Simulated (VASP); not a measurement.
# TiAl (P4/mmm) in VASP: notebook

The runs below take TiAl through single point, with PBEsol.

Everything below comes from runs of VASP 6.6.1. Logs are shortened: lines on timing, memory, paths and dates and some standing lists are left out, and cuts for length are marked.

## Step 1: The cell of the first run

The structure is tetragonal, space group P4/mmm (No. 123). Conventional cell: a = 2.812 Å, b = 2.812 Å, c = 3.977 Å, α = 90.00°, β = 90.00°, γ = 90.00°. Within 3.7 Å of Ti (site symmetry 4/mmm) lie 8 Al at 2.81 Å and 4 Ti at 2.81 Å. Within 3.7 Å of Al (site symmetry 4/mmm) lie 8 Ti at 2.81 Å and 4 Al at 2.81 Å.

## Step 2: Single point, PBEsol

File INCAR:

```
SYSTEM = TiAl
ALGO = Fast
EDIFF = 1E-6
ENCUT = 520
GGA = PS
ISIF = 2
ISMEAR = 0
LASPH = .True.
LCHARG = .True.
LELF = .True.
LREAL = .False.
LVHAR = .True.
LWAVE = .False.
NBANDS = 14
NELM = 100
PREC = Accurate
SIGMA = 0.15
```

File KPOINTS:

```
k-points
0
Gamma
  22 22 22
  0 0 0
```

File POSCAR:

```
TiAl
1.0
    2.8122402766      0.0000000000      0.0000000000
    0.0000000000      2.8122402766      0.0000000000
    0.0000000000      0.0000000000      3.9765077512
Ti Al
1 1
Direct
    0.0000000000      0.0000000000      0.0000000000
    0.5000000000      0.5000000000      0.5000000000
```

Potentials or basis: VASP PAW PBE potentials, release 64 (Ti_sv, Al).

Run with:

```console
$ cat potpaw_PBE.64/Ti_sv/POTCAR potpaw_PBE.64/Al/POTCAR > POTCAR
$ mpirun -np 1 vasp_std > vasp.out
```

OUTCAR:

```text
SYSTEM = TiAl
   EDIFF = 1E-6
   ENCUT = 520
   GGA = PS
   ISIF = 2
   ISMEAR = 0
   LASPH = .True.
   LREAL = .False.
   NELM = 100
   PREC = Accurate

 ion  position               nearest neighbor table
   1  0.000  0.000  0.000-   2 2.81   2 2.81   2 2.81   2 2.81   2 2.81   2 2.81   2 2.81   2 2.81

   2  0.500  0.500  0.500-   1 2.81   1 2.81   1 2.81   1 2.81   1 2.81   1 2.81   1 2.81   1 2.81

  LATTYP: Found a simple tetragonal cell.
 ALAT       =     2.8122402766
 C/A-ratio  =     1.4140000000

  Lattice vectors:

 A1 = (   2.8122402766,   0.0000000000,   0.0000000000)
 A2 = (   0.0000000000,   2.8122402766,   0.0000000000)
 A3 = (   0.0000000000,   0.0000000000,   3.9765077512)

Analysis of symmetry for initial positions (statically):
=====================================================================
 Subroutine PRICEL returns:
 Original cell was already a primitive cell.

 Routine SETGRP: Setting up the symmetry group for a
 simple tetragonal supercell.

 Subroutine GETGRP returns: Found 16 space group operations
 (whereof 16 operations were pure point group operations)
 out of a pool of 16 trial point group operations.

The static configuration has the point symmetry D_4h.

Analysis of symmetry for dynamics (positions and initial velocities):
=====================================================================
 Subroutine PRICEL returns:
 Original cell was already a primitive cell.

 Routine SETGRP: Setting up the symmetry group for a
 simple tetragonal supercell.

 Subroutine GETGRP returns: Found 16 space group operations
 (whereof 16 operations were pure point group operations)
 out of a pool of 16 trial point group operations.

The dynamic configuration has the point symmetry D_4h.

 Subroutine INISYM returns: Found 16 space group operations
 (whereof 16 operations are pure point group operations),
 and found     1 'primitive' translations

----------------------------------------------------------------------------------------

                                     Primitive cell

  volume of cell :      31.4490

  direct lattice vectors                    reciprocal lattice vectors
     2.812240277  0.000000000  0.000000000     0.355588393  0.000000000  0.000000000
     0.000000000  2.812240277  0.000000000     0.000000000  0.355588393  0.000000000
     0.000000000  0.000000000  3.976507751     0.000000000  0.000000000  0.251476940

  length of vectors
     2.812240277  2.812240277  3.976507751     0.355588393  0.355588393  0.251476940

  position of ions in fractional coordinates (direct lattice)
     0.000000000  0.000000000  0.000000000
     0.500000000  0.500000000  0.500000000

  ion indices of the primitive-cell ions
   primitive index   ion index
                 1           1
                 2           2

----------------------------------------------------------------------------------------

 KPOINTS: k-points

Automatic generation of k-mesh.
 Grid dimensions read from file:
 generate k-points for:   22   22   22

 Generating k-lattice:

  Cartesian coordinates                     Fractional coordinates (reciprocal lattice)
     0.016163109  0.000000000  0.000000000     0.045454545  0.000000000  0.000000000
     0.000000000  0.016163109  0.000000000     0.000000000  0.045454545  0.000000000
     0.000000000  0.000000000  0.011430770     0.000000000  0.000000000  0.045454545

  Length of vectors
     0.016163109  0.016163109  0.011430770

  Shift w.r.t. Gamma in fractional coordinates (k-lattice)
     0.000000000  0.000000000  0.000000000

 Subroutine IBZKPT returns following result:
 ===========================================

 Found    936 irreducible k-points:

 Following reciprocal coordinates:
            Coordinates               Weight
  0.000000  0.000000  0.000000      1.000000
  0.045455  0.000000  0.000000      4.000000
  0.090909  0.000000  0.000000      4.000000
  0.136364  0.000000  0.000000      4.000000
  0.181818  0.000000  0.000000      4.000000
  0.227273  0.000000  0.000000      4.000000
[... 16 lines left out ...]
  0.500000  0.045455  0.000000      4.000000
  0.090909  0.090909  0.000000      4.000000
 [... further k-points ...]
   k-points           NKPTS =    936   k-points in BZ     NKDIM =    936   number of bands    NBANDS=     14
   number of dos      NEDOS =    301   number of ions     NIONS =      2
   total plane-waves  NPLWV =  17280
   dimension x,y,z NGX =    24 NGY =   24 NGZ =   30
   dimension x,y,z NGXF=    48 NGYF=   48 NGZF=   60
   ions per type =               1   1
   NGX,Y,Z   is equivalent  to a cutoff of  14.19, 14.19, 12.54 a.u.
   NGXF,Y,Z  is equivalent  to a cutoff of  28.38, 28.38, 25.08 a.u.
 SYSTEM =  TiAl
   PREC   = accura    normal or accurate (medium, high low for compatibility)
   ISTART =      0    job   : 0-new  1-cont  2-samecut
   ICHARG =      2    charge: 1-file 2-atom 10-const
   ISPIN  =      1    spin polarized calculation?
   LNONCOLLINEAR =      F non collinear calculations
   LSORBIT =      F    spin-orbit coupling
   LASPH  =      T    aspherical Exc in radial PAW
   ENCUT  =  520.0 eV  38.22 Ry    6.18 a.u.   5.23  5.23  7.39*2*pi/ulx,y,z
   NELM   =    100;   NELMIN=  2; NELMDL= -5     # of ELM steps
   EDIFF  = 0.1E-05   stopping-criterion for ELM
   LREAL  =      F    real-space projection
   EDIFFG = 0.1E-04   stopping-criterion for IOM
   NSW    =      0    number of steps for IOM
   IBRION =     -1    ionic relax: 0-MD 1-quasi-New 2-CG
   NFREE  =      0    steps in history (QN), initial steepest desc. (CG)
   ISIF   =      2    stress and relaxation
   ISYM   =      2    0-nonsym 1-usesym 2-fastsym
   POTIM  = 0.5000    time-step for ionic-motion
   TEBEG  =    0.0;   TEEND  =   0.0 temperature during run
   PSTRESS=    0.0 pullay stress
   NELECT =      15.0000    total number of electrons
   NUPDOWN=      -1.0000    fix difference up-down
   EMIN   =  10.00;   EMAX   =-10.00  energy-range for DOS
   EFERMI =   0.00;   METHOD = LEGACY
   ISMEAR =     0;   SIGMA  =   0.15  broadening in eV -4-tet -1-fermi 0-gaus
   EFERMI_NEDOS =   21; number of points for ismear=-14 and -15
   IALGO  =     68    algorithm
   IMIX   =      4    mixing-type and parameters
     AMIX     =   0.40;   BMIX     =  1.00
     AMIX_MAG =   1.60;   BMIX_MAG =  1.00
  volume/ion in A,a.u.               =      15.72       106.11
  Fermi-wavevector in a.u.,A,eV,Ry     =   1.279096  2.417140 22.260297  1.636086
  Thomas-Fermi vector in A             =   2.411601
   LORBIT       =      0    0 simple, 1 ext, 2 COOP (PROOUT), +10 PAW based schemes
   GGA     = PS    functional components
   LHFCALC =     F    Hartree Fock is set to
   AEXX    =    0.0000 exact exchange contribution
   IVDW    =     0    specifies the selected vdW correction
   LEPSILON=     F    determine dielectric tensor
   LRPA    =     F    only Hartree local field effects (RPA)
 non-spin polarized calculation
 RMM-DIIS sequential band-by-band and
 Gauss-broadening in eV      SIGMA  =   0.15
  energy-cutoff  :      520.00
  volume of cell :       31.45
 maximum number of plane-waves:       888
 NGX is ok and might be reduce to    24
   NGX = 11   NGY = 11   NGZ = 15

 number of electron      14.9999992 magnetization

 Free energy of the ion-electron system (eV)
  ---------------------------------------------------
  ext. energy  EPLUGINS =         0.00000000
  ---------------------------------------------------
  free energy    TOTEN  =       -13.25597954 eV

  energy without entropy =      -13.23510243  energy(sigma->0) =      -13.24554099

 E-fermi :   8.5583     XC(G=0): -11.2755

 val. band max:        8.5574105565   @ k =   0.4091   0.2727   0.0000
 cond. band min:       8.5589808767   @ k =   0.2727   0.1818   0.1818
 fundamental gap:      0.0015703202
 Fermi energy:         8.5582943101

 k-point     1 :       0.0000    0.0000    0.0000
  band No.  band energies     occupation
      1     -47.7766      2.00000
      2     -24.2743      2.00000
      3     -23.8264      2.00000
      4     -23.8264      2.00000
      5      -0.5965      2.00000
      6       6.6583      2.00000
      7       7.6731      2.00000
      8       8.4480      1.70147
      9      10.7492      0.00000
     10      10.7492      0.00000
     11      11.8946      0.00000
     12      15.1820      0.00000
     13      16.9339      0.00000
     14      16.9339      0.00000

 k-point     2 :       0.0455    0.0000    0.0000
  band No.  band energies     occupation
      1     -47.7753      2.00000
      2     -24.2731      2.00000
      3     -23.8369      2.00000
      4     -23.8255      2.00000
      5      -0.5552      2.00000
      6       6.6917      2.00000
      7       7.6889      2.00000
      8       8.3988      1.86730
      9      10.7564      0.00000
     10      10.8073      0.00000
     11      11.8512      0.00000
     12      15.1772      0.00000
     13      16.2182      0.00000
     14      16.9898      0.00000

 k-point     3 :       0.0909    0.0000    0.0000
  band No.  band energies     occupation
      1     -47.7717      2.00000
      2     -24.2695      2.00000
      3     -23.8676      2.00000
      4     -23.8229      2.00000
      5      -0.4316      2.00000
      6       6.7883      2.00000
      7       7.7310      2.00000
      8       8.2648      1.99435
      9      10.7775      0.00000
     10      10.9697      0.00000
     11      11.7284      0.00000
     12      15.0719      0.00000
     13      15.2748      0.00000
     14      17.1521      0.00000

 k-point     4 :       0.1364    0.0000    0.0000
  band No.  band energies     occupation
      1     -47.7659      2.00000
      2     -24.2638      2.00000
      3     -23.9156      2.00000
      4     -23.8187      2.00000
      5      -0.2273      2.00000
      6       6.9371      2.00000
      7       7.7808      2.00000
      8       8.0751      1.99999
      9      10.8109      0.00000
     10      11.2121      0.00000
     11      11.5456      0.00000
     12      14.1369      0.00000
     13      15.1780      0.00000
     14      17.4071      0.00000

 k-point     5 :       0.1818    0.0000    0.0000
  band No.  band energies     occupation
      1     -47.7584      2.00000
      2     -24.2564      2.00000
      3     -23.9770      2.00000
      4     -23.8134      2.00000
      5       0.0554      2.00000
      6       7.1198      2.00000
      7       7.8005      2.00000
      8       7.8582      2.00000
      9      10.8544      0.00000
     10      11.3270      0.00000
     11      11.5135      0.00000
[... 276 lines left out ...]
 k-point    22 :       0.4545    0.0455    0.0000
  band No.  band energies     occupation
      1     -47.7142      2.00000
      2     -24.3192      2.00000
      3     -24.2127      2.00000
      4     -23.7925      2.00000
      5       3.2408      2.00000
      6       4.7119      2.00000
      7       6.9129      2.00000
      8       8.3055      1.98284
      9      10.2120      0.00000
     10      10.9880      0.00000
     11      12.9076      0.00000
     12      13.9481      0.00000
     13      14.3069      0.00000
     14      17.0792      0.00000

 k-point    23 :       0.5000    0.0455    0.0000
  band No.  band energies     occupation
      1     -47.7129      2.00000
      2     -24.3291      2.00000
      3     -24.2115      2.00000
      4     -23.7916      2.00000
      5       3.9532      2.00000
      6       3.9680      2.00000
      7       6.8888      2.00000
      8       8.3397      1.96072
      9      10.1816      0.00000
     10      10.9975      0.00000
     11      13.0635      0.00000
     12      14.0816      0.00000
     13      14.1894      0.00000
     14      16.8920      0.00000

 k-point    24 :       0.0909    0.0909    0.0000
  band No.  band energies     occupation
      1     -47.7668      2.00000
      2     -24.2646      2.00000
      3     -23.8663      2.00000
      4     -23.8614      2.00000
      5      -0.2680      2.00000
      6       6.9132      2.00000
      7       7.7976      2.00000
      8       8.1520      1.99987
      9      10.5270      0.00000
     10      11.4027      0.00000
     11      11.5423      0.00000
     12      14.8707      0.00000
     13      15.1519      0.00000
     14      16.1582      0.00000

 [... further k-points ...]

------------------------ aborting loop because EDIFF is reached ----------------------------------------

  FORCE on cell =-STRESS in cart. coord.  units (eV):
  Direction    XX          YY          ZZ          XY          YZ          ZX
  --------------------------------------------------------------------------------------
  -------------------------------------------------------------------------------------
  Total       -0.0224031     -0.0224031      0.3085461      0.0000000     -0.0000000      0.0000000
  in kB       -1.1413309     -1.1413309     15.7189678      0.0000000     -0.0000000      0.0000000
  external PRESSURE =       4.4787687 kB  Pullay stress =       0.0000000 kB

 VOLUME and BASIS-vectors are now :
 -----------------------------------------------------------------------------
  energy-cutoff  :      520.00
  volume of cell :       31.45
      direct lattice vectors                 reciprocal lattice vectors
     2.812240277  0.000000000  0.000000000     0.355588393  0.000000000  0.000000000
     0.000000000  2.812240277  0.000000000     0.000000000  0.355588393  0.000000000
     0.000000000  0.000000000  3.976507751     0.000000000  0.000000000  0.251476940

 POSITION                                       TOTAL-FORCE (eV/Angst)
 -----------------------------------------------------------------------------------
      0.00000      0.00000      0.00000         0.000000      0.000000      0.000000
      1.40612      1.40612      1.98825         0.000000      0.000000      0.000000
 -----------------------------------------------------------------------------------
    total drift:                                0.000000      0.000000      0.000000

  FREE ENERGIE OF THE ION-ELECTRON SYSTEM (eV)
  ---------------------------------------------------
  free  energy   TOTEN  =       -13.2559795447 eV

  energy  without entropy=      -13.2351024302  energy(sigma->0) =      -13.24554099
```

Run time: 12 min. Hardware: 1 thread of Intel Xeon 8259CL, shared host; peak memory 0.52 GiB.

Results:

```
Free energy            : -13.2560 eV
Pressure               : 0.4 GPa
Band gap on the k mesh : zero (an odd number of electrons rules out a gap without spin polarisation)
```

Levels at points of the mesh, in eV from the Fermi level:
| k point | band 5 | band 6 | band 7 | band 8 | band 9 | band 10 | band 11 | band 12 |
| --- | --- | --- | --- | --- | --- | --- | --- | --- |
| (0.00, 0.00, 0.00) | -9.15 | -1.90 | -0.89 | -0.11 | 2.19 | 2.19 | 3.34 | 6.62 |
| (0.50, 0.00, 0.00) | -4.65 | -4.61 | -1.69 | -0.26 | 1.71 | 2.56 | 4.57 | 5.36 |
| (0.50, 0.50, 0.00) | -3.35 | -0.52 | -0.51 | -0.51 | -0.22 | -0.22 | 4.32 | 5.26 |
| (0.00, 0.00, 0.50) | -7.56 | -5.32 | -0.69 | 0.76 | 1.78 | 1.78 | 3.35 | 7.90 |
| (0.50, 0.00, 0.50) | -5.00 | -2.94 | -1.23 | -1.15 | 1.49 | 1.77 | 2.30 | 4.11 |
| (0.50, 0.50, 0.50) | -2.64 | -2.39 | -2.39 | 1.88 | 2.23 | 2.71 | 4.22 | 4.22 |

Caveat: the PAW data sets were made with another functional, which shifts forces and pressure a little.

(Continued in part 2 of 2.)
